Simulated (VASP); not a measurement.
# CO4 in VASP: further runs, part 2 of 2

VASP 6.6.1. Earlier steps stand in the parts before.

### Step 4. Single point, PBE+D3(BJ), collinear spin

The input, INCAR:

```
SYSTEM = CO4
PREC = Accurate
ENCUT = 520
EDIFF = 1E-6
ISMEAR = -1
SIGMA = 0.02
LREAL = Auto
LASPH = .True.
NELM = 150
ALGO = Normal
ISIF = 2
LWAVE = .False.
LCHARG = .True.
ISPIN = 2
MAGMOM = 0.56 0.56 0.56 0.56 0.55 0.56 0 0 0 0 0 0 0 0 0
LORBIT = 11
GGA = PE
IVDW = 12
LELF = .True.
LVHAR = .True.
NBANDS = 59
```

The input, KPOINTS:

```
Automatic mesh
0
Gamma
  1 1 1
  0 0 0
```

The input, POSCAR:

```
CO4
1.0
    7.1977620000      0.0000000000      0.0000000000
    0.0000000000      7.1977620000      0.0000000000
    0.0000000000      0.0000000000      7.1977620000
O C
12 3
Direct
    0.4017915569      0.5369168917      0.4678398647
    0.3299636748      0.6334607896      0.3528596806
   -0.1049353952      0.7862860706      0.5507545262
   -0.1674270419      0.6479930845      0.4676453598
    0.5916978083      0.0740507952      0.3467883489
    0.6739178095      0.1860995126      0.2551070736
    0.8349817624      0.0375116599      0.8767169573
    0.6593021553      0.2712648737      0.7326721834
    0.4148928514      0.6943547175      0.8313278489
    0.2154141801      0.4681316220      0.9522682189
    0.1915317567      0.1235522931      0.5332907645
    0.2539956170      0.0804555638      0.8466937362
    0.7480936436      0.1508246591      0.7974423161
    0.3157926033      0.5793884266      0.8927358254
    0.2214299389      0.1021845401      0.6911314934
```

Potentials or basis: VASP PAW PBE potentials, release 64 (O, C).

On the command line:

```
$ cat potpaw_PBE.64/O/POTCAR potpaw_PBE.64/C/POTCAR > POTCAR
$ mpirun -np 1 vasp_gam > vasp.out
```

OUTCAR:

```text
SYSTEM = CO4
   PREC = Accurate
   ENCUT = 520
   EDIFF = 1E-6
   ISMEAR = -1
   LREAL = Auto
   LASPH = .True.
   NELM = 150
   ISIF = 2
   ISPIN = 2
   LORBIT = 11
   GGA = PE
   IVDW = 12
 IVDW          = 12

 ion  position               nearest neighbor table
   1  0.402  0.537  0.468-   2 1.20
   2  0.330  0.633  0.353-   1 1.20
   3  0.895  0.786  0.551-   4 1.25
   4  0.833  0.648  0.468-   3 1.25
   5  0.592  0.074  0.347-   6 1.20
   6  0.674  0.186  0.255-   5 1.20
   7  0.835  0.038  0.877-  13 1.18
   8  0.659  0.271  0.733-  13 1.17
   9  0.415  0.694  0.831-  14 1.18
  10  0.215  0.468  0.952-  14 1.16
  11  0.192  0.124  0.533-  15 1.17
  12  0.254  0.080  0.847-  15 1.15
  13  0.748  0.151  0.797-   8 1.17   7 1.18
  14  0.316  0.579  0.893-  10 1.16   9 1.18
  15  0.221  0.102  0.691-  12 1.15  11 1.17

  LATTYP: Found a simple cubic cell.
 ALAT       =     7.1977620000

  Lattice vectors:

 A1 = (   7.1977620000,   0.0000000000,   0.0000000000)
 A2 = (   0.0000000000,   7.1977620000,   0.0000000000)
 A3 = (   0.0000000000,   0.0000000000,   7.1977620000)

Analysis of symmetry for initial positions (statically):
=====================================================================
 Subroutine PRICEL returns:
 Original cell was already a primitive cell.

 Routine SETGRP: Setting up the symmetry group for a
 simple cubic supercell.

 Subroutine GETGRP returns: Found  1 space group operations
 (whereof  1 operations were pure point group operations)
 out of a pool of 48 trial point group operations.

The static configuration has the point symmetry C_1 .

[... 310 lines left out ...]
  Direction    XX          YY          ZZ          XY          YZ          ZX
  --------------------------------------------------------------------------------------
  -------------------------------------------------------------------------------------
  Total       1.86557     2.88494     6.05251     0.23316    -3.77465     0.45825
  in kB       8.01550    12.39526    26.00481     1.00176   -16.21791     1.96887
  external pressure =       15.47 kB  Pullay stress =        0.00 kB

 VOLUME and BASIS-vectors are now :
 -----------------------------------------------------------------------------
  energy-cutoff  :      520.00
  volume of cell :      372.90
      direct lattice vectors                 reciprocal lattice vectors
     7.197762000  0.000000000  0.000000000     0.138932074  0.000000000  0.000000000
     0.000000000  7.197762000  0.000000000     0.000000000  0.138932074  0.000000000
     0.000000000  0.000000000  7.197762000     0.000000000  0.000000000  0.138932074

 POSITION                                       TOTAL-FORCE (eV/Angst)
 -----------------------------------------------------------------------------------
      2.89200      3.86460      3.36740         1.199927     -1.715221      1.890329
      2.37500      4.55950      2.53980        -1.227619      1.673110     -2.002126
      6.44246      5.65950      3.96420        -0.299316     -0.734177     -0.435744
      5.99266      4.66410      3.36600         0.321038      0.677539      0.400972
      4.25890      0.53300      2.49610        -1.359465     -1.898209      1.518859
      4.85070      1.33950      1.83620         1.355644      1.897689     -1.543601
      6.01000      0.27000      6.31040         0.057566     -0.180919     -0.325964
      4.74550      1.95250      5.27360        -0.195618      0.122621     -0.458587
      2.98630      4.99780      5.98370        -0.001907     -0.134725      0.130198
      1.55050      3.36950      6.85420        -0.966047     -1.086499      0.564627
      1.37860      0.88930      3.83850        -0.375904      0.217128     -1.168382
      1.82820      0.57910      6.09430         0.458560     -0.324726      2.080205
      5.38460      1.08560      5.73980         0.036944      0.085292      0.839279
      2.27300      4.17030      6.42570         0.989616      1.348731     -0.617218
      1.59380      0.73550      4.97460         0.006580      0.052366     -0.872848
 -----------------------------------------------------------------------------------
    total drift:                                0.003191      0.005267      0.009501

  FREE ENERGIE OF THE ION-ELECTRON SYSTEM (eV)
  ---------------------------------------------------
  free  energy   TOTEN  =       -98.9791486578 eV

  energy  without entropy=      -98.9791486578  energy(sigma->0) =      -98.97914866

 total charge

# of ion       s       p       d       tot
------------------------------------------
    1        1.613   3.329   0.000   4.943
    2        1.612   3.331   0.000   4.943
    3        1.611   3.262   0.000   4.873
    4        1.612   3.255   0.000   4.867
    5        1.612   3.329   0.000   4.941
    6        1.612   3.330   0.000   4.942
    7        1.605   3.531   0.000   5.137
    8        1.604   3.540   0.000   5.144
    9        1.603   3.533   0.000   5.137
   10        1.607   3.556   0.000   5.163
   11        1.605   3.553   0.000   5.158
   12        1.608   3.567   0.000   5.175
   13        0.933   1.806   0.000   2.740
   14        0.938   1.821   0.000   2.759
   15        0.947   1.848   0.000   2.795
--------------------------------------------------
tot         22.124  46.592   0.000  68.716

 magnetization (x)

# of ion       s       p       d       tot
------------------------------------------
    1        0.010   0.796   0.000   0.806
    2        0.010   0.790   0.000   0.800
    3        0.010   0.796   0.000   0.806
    4        0.011   0.808   0.000   0.819
    5        0.010   0.794   0.000   0.804
    6        0.010   0.792   0.000   0.803
    7        0.000   0.002   0.000   0.002
    8        0.000   0.001   0.000   0.001
    9        0.000   0.002   0.000   0.003
   10        0.000   0.003   0.000   0.003
   11        0.000   0.002   0.000   0.002
   12        0.000   0.000   0.000   0.000
   13       -0.000   0.000   0.000  -0.000
   14       -0.000  -0.000   0.000  -0.000
   15        0.000   0.000   0.000   0.000
--------------------------------------------------
tot          0.063   4.786   0.000   4.848
```

OSZICAR:

```text
N       E                     dE             d eps       ncg     rms          rms(c)
DAV:   1     0.765806503018E+03    0.76581E+03   -0.45636E+04   252   0.128E+03
DAV:   2    -0.223255831891E+02   -0.78813E+03   -0.76308E+03   309   0.317E+02
DAV:   3    -0.101448796751E+03   -0.79123E+02   -0.77675E+02   280   0.108E+02
DAV:   4    -0.103006457496E+03   -0.15577E+01   -0.15479E+01   296   0.161E+01
DAV:   5    -0.103036393535E+03   -0.29936E-01   -0.29900E-01   288   0.211E+00    0.216E+01
DAV:   6    -0.978210446466E+02    0.52153E+01   -0.19428E+01   261   0.198E+01    0.948E+00
DAV:   7    -0.985265253472E+02   -0.70548E+00   -0.25167E+00   261   0.675E+00    0.505E+00
DAV:   8    -0.984257233399E+02    0.10080E+00   -0.74405E-01   269   0.379E+00    0.187E+00
DAV:   9    -0.984443084378E+02   -0.18585E-01   -0.69470E-02   264   0.149E+00    0.712E-01
DAV:  10    -0.984438346429E+02    0.47379E-03   -0.16398E-02   256   0.665E-01    0.269E-01
DAV:  11    -0.984444486262E+02   -0.61398E-03   -0.26343E-03   280   0.290E-01    0.108E-01
DAV:  12    -0.984446538618E+02   -0.20524E-03   -0.46905E-04   248   0.122E-01    0.502E-02
DAV:  13    -0.984447981637E+02   -0.14430E-03   -0.21263E-04   264   0.795E-02    0.345E-02
DAV:  14    -0.984447868989E+02    0.11265E-04   -0.73178E-05   272   0.524E-02    0.184E-02
DAV:  15    -0.984447741470E+02    0.12752E-04   -0.28580E-05   264   0.332E-02    0.113E-02
DAV:  16    -0.984447693937E+02    0.47534E-05   -0.14042E-05   264   0.202E-02    0.719E-03
DAV:  17    -0.984447667334E+02    0.26603E-05   -0.42312E-06   256   0.124E-02    0.340E-03
DAV:  18    -0.984447662860E+02    0.44733E-06   -0.93130E-07   168   0.610E-03
   1 F= -.98979149E+02 E0= -.98979149E+02  d E =-.239082E-12  mag=     6.0000
```

It took 74 s on 1 thread of Intel Xeon Platinum 8375C at 2.90GHz (Ice Lake), shared host; peak memory 0.47 GiB.

What came out:

```
Free energy                                           : -98.9791 eV
Pressure                                              : 1.5 GPa
Largest force                                         : 2.884 eV/Å
Band gap on the k mesh                                : 1.82 eV
Net moment                                            : 6.00 μB per cell
Site moments                                          : O +0.81, +0.80, +0.82, +0.00; C -0.00, +0.00 μB
Valence electrons inside the program's atomic spheres : O 4.94, 4.87, 5.14, 5.16, 5.17; C 2.74, 2.76, 2.79
Dispersion energy per atom                            : -0.036 eV
```

Forces on the atoms (eV/Å):
```
O    1.200 -1.715  1.890
O   -1.228  1.673 -2.002
O   -0.299 -0.734 -0.436
O    0.321  0.678  0.401
O   -1.359 -1.898  1.519
O    1.356  1.898 -1.544
O    0.058 -0.181 -0.326
O   -0.196  0.123 -0.459
O   -0.002 -0.135  0.130
O   -0.966 -1.086  0.565
O   -0.376  0.217 -1.168
O    0.459 -0.325  2.080
C    0.037  0.085  0.839
C    0.990  1.349 -0.617
C    0.007  0.052 -0.873
```

Caveat: the k points lie up to 0.87 Å⁻¹ apart; the standard files for N, O and F lose accuracy on very short bonds.
